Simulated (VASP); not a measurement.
# GaN (P6_3mc) in VASP: notebook

Runs on GaN. Level: PBEsol. Tasks: single point, relaxation of cell and atoms.

Program: VASP 6.6.1. These are calculated values, not measurements. Logs are shortened: lines on timing, memory, paths and dates and some standing lists are left out, and cuts for length are marked.

### 1 The cell of the first run

It takes space group P6_3mc (No. 186, hexagonal). Conventional cell: a = 3.183 Å, b = 3.183 Å, c = 5.185 Å, α = 90.00°, β = 90.00°, γ = 120.00°. Within 2.6 Å of Ga (site symmetry 3m) lie 4 N at 1.95 Å. Within 2.6 Å of N (site symmetry 3m) lie 4 Ga at 1.95 Å.

### 2 Single point, PBEsol

The input, INCAR:

```
PREC = Accurate
ENCUT = 520
EDIFF = 1E-6
ISMEAR = -1
SIGMA = 0.1
LREAL = False
LASPH = True
NELM = 100
ALGO = Normal
ISIF = 2
LWAVE = False
LCHARG = False
GGA = PS
NBANDS = 26
```

The input, KPOINTS:

```
Automatic mesh
0
Gamma
  10 10 6
```

The input, POSCAR:

```
GaN
1.0
    3.1825745928      0.0000000000      0.0000000000
   -1.5912872964      2.7561904468      0.0000000000
    0.0000000000      0.0000000000      5.1854102058
Ga N
2 2
Direct
    0.3333333333      0.6666666667     -0.0008061558
    0.6666666667      0.3333333333      0.4991938442
    0.3333333333      0.6666666667      0.3758061558
    0.6666666667      0.3333333333      0.8758061558
```

Potentials or basis: VASP PAW PBE potentials, release 64 (Ga_d, N).

On the command line:

```sh
cat potpaw_PBE.64/Ga_d/POTCAR potpaw_PBE.64/N/POTCAR > POTCAR
mpirun -np 1 vasp_std > vasp.out
```

OUTCAR:

```text
PREC = Accurate
   ENCUT = 520
   EDIFF = 1E-6
   ISMEAR = -1
   LREAL = False
   LASPH = True
   NELM = 100
   ISIF = 2
   GGA = PS

 ion  position               nearest neighbor table
   1  0.333  0.667  0.999-   4 1.95   4 1.95   4 1.95   3 1.95
   2  0.667  0.333  0.499-   3 1.95   3 1.95   3 1.95   4 1.95
   3  0.333  0.667  0.376-   2 1.95   2 1.95   2 1.95   1 1.95
   4  0.667  0.333  0.876-   1 1.95   1 1.95   1 1.95   2 1.95

  LATTYP: Found a hexagonal cell.
 ALAT       =     3.1825745928
 C/A-ratio  =     1.6293130152

  Lattice vectors:

 A1 = (   3.1825745928,   0.0000000000,   0.0000000000)
 A2 = (  -1.5912872964,   2.7561904468,   0.0000000000)
 A3 = (   0.0000000000,   0.0000000000,   5.1854102058)

Analysis of symmetry for initial positions (statically):
=====================================================================
 Subroutine PRICEL returns:
 Original cell was already a primitive cell.

 Routine SETGRP: Setting up the symmetry group for a
 hexagonal supercell.

 Subroutine GETGRP returns: Found 12 space group operations
 (whereof  6 operations were pure point group operations)
 out of a pool of 24 trial point group operations.

The static configuration has the point symmetry C_3v.
 The point group associated with its full space group is C_6v.

Analysis of symmetry for dynamics (positions and initial velocities):
=====================================================================
 Subroutine PRICEL returns:
 Original cell was already a primitive cell.

 Routine SETGRP: Setting up the symmetry group for a
 hexagonal supercell.

 Subroutine GETGRP returns: Found 12 space group operations
 (whereof  6 operations were pure point group operations)
 out of a pool of 24 trial point group operations.

The dynamic configuration has the point symmetry C_3v.
 The point group associated with its full space group is C_6v.

 Subroutine INISYM returns: Found 12 space group operations
 (whereof  6 operations are pure point group operations),
 and found     1 'primitive' translations

----------------------------------------------------------------------------------------

                                     Primitive cell

  volume of cell :      45.4853

  direct lattice vectors                    reciprocal lattice vectors
     3.182574593  0.000000000  0.000000000     0.314211017  0.181409815  0.000000000
    -1.591287296  2.756190447  0.000000000     0.000000000  0.362819631  0.000000000
     0.000000000  0.000000000  5.185410206     0.000000000  0.000000000  0.192848774

  length of vectors
     3.182574593  3.182574593  5.185410206     0.362819631  0.362819631  0.192848774

  position of ions in fractional coordinates (direct lattice)
     0.333333333  0.666666667  0.999193844
     0.666666667  0.333333333  0.499193844
     0.333333333  0.666666667  0.375806156
     0.666666667  0.333333333  0.875806156

  ion indices of the primitive-cell ions
   primitive index   ion index
                 1           1
                 2           2
                 3           3
                 4           4

----------------------------------------------------------------------------------------

 KPOINTS: Automatic mesh

Automatic generation of k-mesh.
 Grid dimensions read from file:
 generate k-points for:   10   10    6

 Generating k-lattice:

  Cartesian coordinates                     Fractional coordinates (reciprocal lattice)
     0.031421102  0.018140982  0.000000000     0.100000000  0.000000000  0.000000000
     0.000000000  0.036281963  0.000000000     0.000000000  0.100000000  0.000000000
     0.000000000  0.000000000  0.032141462     0.000000000  0.000000000  0.166666667

  Length of vectors
     0.036281963  0.036281963  0.032141462

  Shift w.r.t. Gamma in fractional coordinates (k-lattice)
     0.000000000  0.000000000  0.000000000

 Subroutine IBZKPT returns following result:
 ===========================================

 Found     56 irreducible k-points:

 Following reciprocal coordinates:
            Coordinates               Weight
  0.000000  0.000000  0.000000      1.000000
  0.100000  0.000000  0.000000      6.000000
  0.200000  0.000000  0.000000      6.000000
  0.300000  0.000000  0.000000      6.000000
  0.400000  0.000000  0.000000      6.000000
  0.500000  0.000000  0.000000      3.000000
[... 16 lines left out ...]
  0.300000  0.100000  0.166667     24.000000
  0.400000  0.100000  0.166667     24.000000
 [... further k-points ...]
   k-points           NKPTS =     56   k-points in BZ     NKDIM =     56   number of bands    NBANDS=     26
   number of dos      NEDOS =    301   number of ions     NIONS =      4
   total plane-waves  NPLWV =  23040
   dimension x,y,z NGX =    24 NGY =   24 NGZ =   40
   dimension x,y,z NGXF=    48 NGYF=   48 NGZF=   80
   ions per type =               2   2
   NGX,Y,Z   is equivalent  to a cutoff of  12.54, 12.54, 12.82 a.u.
   NGXF,Y,Z  is equivalent  to a cutoff of  25.07, 25.07, 25.65 a.u.
 SYSTEM =  unknown system
   PREC   = accura    normal or accurate (medium, high low for compatibility)
   ISTART =      0    job   : 0-new  1-cont  2-samecut
   ICHARG =      2    charge: 1-file 2-atom 10-const
   ISPIN  =      1    spin polarized calculation?
   LNONCOLLINEAR =      F non collinear calculations
   LSORBIT =      F    spin-orbit coupling
   LASPH  =      T    aspherical Exc in radial PAW
   ENCUT  =  520.0 eV  38.22 Ry    6.18 a.u.   5.92  5.92  9.64*2*pi/ulx,y,z
   NELM   =    100;   NELMIN=  2; NELMDL= -5     # of ELM steps
   EDIFF  = 0.1E-05   stopping-criterion for ELM
   LREAL  =      F    real-space projection
   EDIFFG = 0.1E-04   stopping-criterion for IOM
   NSW    =      0    number of steps for IOM
   IBRION =     -1    ionic relax: 0-MD 1-quasi-New 2-CG
   NFREE  =      0    steps in history (QN), initial steepest desc. (CG)
   ISIF   =      2    stress and relaxation
   ISYM   =      2    0-nonsym 1-usesym 2-fastsym
   POTIM  = 0.5000    time-step for ionic-motion
   TEBEG  =    0.0;   TEEND  =   0.0 temperature during run
   PSTRESS=    0.0 pullay stress
   NELECT =      36.0000    total number of electrons
   NUPDOWN=      -1.0000    fix difference up-down
   EMIN   =  10.00;   EMAX   =-10.00  energy-range for DOS
   EFERMI =   0.00;   METHOD = LEGACY
   ISMEAR =    -1;   SIGMA  =   0.10  broadening in eV -4-tet -1-fermi 0-gaus
   EFERMI_NEDOS =   21; number of points for ismear=-14 and -15
   IALGO  =     38    algorithm
   IMIX   =      4    mixing-type and parameters
     AMIX     =   0.40;   BMIX     =  1.00
     AMIX_MAG =   1.60;   BMIX_MAG =  1.00
  volume/ion in A,a.u.               =      11.37        76.74
  Fermi-wavevector in a.u.,A,eV,Ry     =   1.514324  2.861657 31.200553  2.293176
  Thomas-Fermi vector in A             =   2.623996
   LORBIT       =      0    0 simple, 1 ext, 2 COOP (PROOUT), +10 PAW based schemes
   GGA     = PS    functional components
   LHFCALC =     F    Hartree Fock is set to
   AEXX    =    0.0000 exact exchange contribution
   IVDW    =     0    specifies the selected vdW correction
   LEPSILON=     F    determine dielectric tensor
   LRPA    =     F    only Hartree local field effects (RPA)
 non-spin polarized calculation
  energy-cutoff  :      520.00
  volume of cell :       45.49
 maximum number of plane-waves:      1244
 NGX is ok and might be reduce to    24
   NGX = 11   NGY = 11   NGZ = 19

 number of electron      35.9999993 magnetization

 Free energy of the ion-electron system (eV)
  ---------------------------------------------------
  ext. energy  EPLUGINS =         0.00000000
  ---------------------------------------------------
  free energy    TOTEN  =       -26.26856823 eV

  energy without entropy =      -26.26856619  energy(sigma->0) =      -26.26856721

 E-fermi :   6.3098     XC(G=0): -11.9286

 val. band max:        5.2369023122   @ k =   0.0000   0.0000   0.0000
 cond. band min:       7.1303786086   @ k =   0.0000   0.0000   0.0000
 fundamental gap:      1.8934762964
 Fermi energy:         6.3097997570

 k-point     1 :       0.0000    0.0000    0.0000
  band No.  band energies     occupation
      1     -10.7808      2.00000
      2      -9.8120      2.00000
      3      -8.1694      2.00000
      4      -8.1536      2.00000
      5      -8.1536      2.00000
      6      -8.0908      2.00000
[... 18 lines left out ...]
     25      16.8895      0.00000
     26      16.8895      0.00000

 k-point     2 :       0.1000    0.0000    0.0000
  band No.  band energies     occupation
      1     -10.6797      2.00000
      2      -9.7854      2.00000
      3      -8.1595      2.00000
      4      -8.1389      2.00000
      5      -8.1230      2.00000
      6      -8.0793      2.00000
[... 18 lines left out ...]
     25      16.4492      0.00000
     26      17.1085      0.00000

 k-point     3 :       0.2000    0.0000    0.0000
  band No.  band energies     occupation
      1     -10.4160      2.00000
      2      -9.7256      2.00000
      3      -8.1273      2.00000
      4      -8.1069      2.00000
      5      -8.0549      2.00000
      6      -8.0181      2.00000
[... 18 lines left out ...]
     25      16.6053      0.00000
     26      17.5797      0.00000

 k-point     4 :       0.3000    0.0000    0.0000
  band No.  band energies     occupation
      1     -10.1078      2.00000
      2      -9.6708      2.00000
      3      -8.1034      2.00000
      4      -8.0836      2.00000
      5      -8.0073      2.00000
      6      -7.9541      2.00000
[... 18 lines left out ...]
     25      16.5815      0.00000
     26      18.2228      0.00000

 k-point     5 :       0.4000    0.0000    0.0000
  band No.  band energies     occupation
      1      -9.8936      2.00000
      2      -9.6418      2.00000
      3      -8.1009      2.00000
      4      -8.0776      2.00000
      5      -7.9864      2.00000
      6      -7.9330      2.00000
[... 18 lines left out ...]
     25      17.1921      0.00000
     26      18.4509      0.00000

 k-point     6 :       0.5000    0.0000    0.0000
  band No.  band energies     occupation
      1      -9.8233      2.00000
      2      -9.6345      2.00000
      3      -8.1045      2.00000
      4      -8.0777      2.00000
      5      -7.9792      2.00000
      6      -7.9370      2.00000
[... 427 lines left out ...]
 k-point    21 :       0.1000    0.1000    0.1667
  band No.  band energies     occupation
      1     -10.4251      2.00000
      2      -9.7653      2.00000
      3      -8.1308      2.00000
      4      -8.1141      2.00000
      5      -8.0662      2.00000
      6      -8.0654      2.00000
[... 18 lines left out ...]
     25      16.0207      0.00000
     26      17.2448      0.00000

 k-point    22 :       0.2000    0.1000    0.1667
  band No.  band energies     occupation
      1     -10.1542      2.00000
      2      -9.6997      2.00000
      3      -8.1003      2.00000
      4      -8.0920      2.00000
      5      -8.0331      2.00000
      6      -8.0049      2.00000
[... 18 lines left out ...]
     25      16.2418      0.00000
     26      17.8218      0.00000

 k-point    23 :       0.3000    0.1000    0.1667
  band No.  band energies     occupation
      1      -9.9163      2.00000
      2      -9.6537      2.00000
      3      -8.0958      2.00000
      4      -8.0772      2.00000
      5      -8.0011      2.00000
      6      -7.9444      2.00000
[... 18 lines left out ...]
     25      16.5083      0.00000
     26      18.2294      0.00000

 k-point    24 :       0.4000    0.1000    0.1667
  band No.  band energies     occupation
      1      -9.7932      2.00000
      2      -9.6357      2.00000
      3      -8.1046      2.00000
      4      -8.0704      2.00000
      5      -7.9854      2.00000
      6      -7.9437      2.00000
[... 18 lines left out ...]
     25      17.1191      0.00000
     26      18.5411      0.00000

 [... further k-points ...]
[... 5 lines left out ...]
  --------------------------------------------------------------------------------------
  -------------------------------------------------------------------------------------
  Total       -0.0440642     -0.0440642     -0.0329057      0.0000000      0.0000000      0.0000000
  in kB       -1.5521200     -1.5521200     -1.1590741      0.0000000      0.0000000      0.0000000
  external PRESSURE =      -1.4211047 kB  Pullay stress =       0.0000000 kB

 VOLUME and BASIS-vectors are now :
 -----------------------------------------------------------------------------
  energy-cutoff  :      520.00
  volume of cell :       45.49
      direct lattice vectors                 reciprocal lattice vectors
     3.182574593  0.000000000  0.000000000     0.314211017  0.181409815  0.000000000
    -1.591287296  2.756190447  0.000000000     0.000000000  0.362819631  0.000000000
     0.000000000  0.000000000  5.185410206     0.000000000  0.000000000  0.192848774

 POSITION                                       TOTAL-FORCE (eV/Angst)
 -----------------------------------------------------------------------------------
     -0.00000      1.83746      5.18123        -0.000000     -0.000000     -0.000353
      1.59129      0.91873      2.58852         0.000000      0.000000     -0.000353
     -0.00000      1.83746      1.94871         0.000000     -0.000000      0.000353
      1.59129      0.91873      4.54141        -0.000000      0.000000      0.000353
 -----------------------------------------------------------------------------------
    total drift:                               -0.000001     -0.000001     -0.000611

  FREE ENERGIE OF THE ION-ELECTRON SYSTEM (eV)
  ---------------------------------------------------
  free  energy   TOTEN  =       -26.2685682324 eV

  energy  without entropy=      -26.2685661871  energy(sigma->0) =      -26.26856721
```

Wall time 22 s (1 thread of Intel Xeon 6975P-C (Granite Rapids), shared host); peak memory 0.19 GiB.

Results:

| Property | Result |
| --- | --- |
| Free energy | -26.2686 eV |
| Pressure | -0.1 GPa |
| Band gap on the k mesh | 1.89 eV, direct |

Levels at points of the mesh, in eV from the valence-band top:
| k point | band 15 | band 16 | band 17 | band 18 | band 19 | band 20 | band 21 | band 22 |
| --- | --- | --- | --- | --- | --- | --- | --- | --- |
| (0.00, 0.00, 0.00) | -1.05 | -0.04 | 0.00 | 0.00 | 1.89 | 4.21 | 9.11 | 9.82 |
| (0.50, 0.00, 0.00) | -4.27 | -2.79 | -2.26 | -1.01 | 4.95 | 5.51 | 5.95 | 8.57 |
| (0.00, 0.00, 0.50) | -0.54 | -0.54 | -0.54 | -0.54 | 4.22 | 4.22 | 8.38 | 8.38 |
| (0.50, 0.00, 0.50) | -1.97 | -1.97 | -1.92 | -1.92 | 4.30 | 4.30 | 7.71 | 7.71 |

Caveat: the PAW data sets were made with another functional, which shifts forces and pressure a little.

(Part 1 of 2 ends here.)
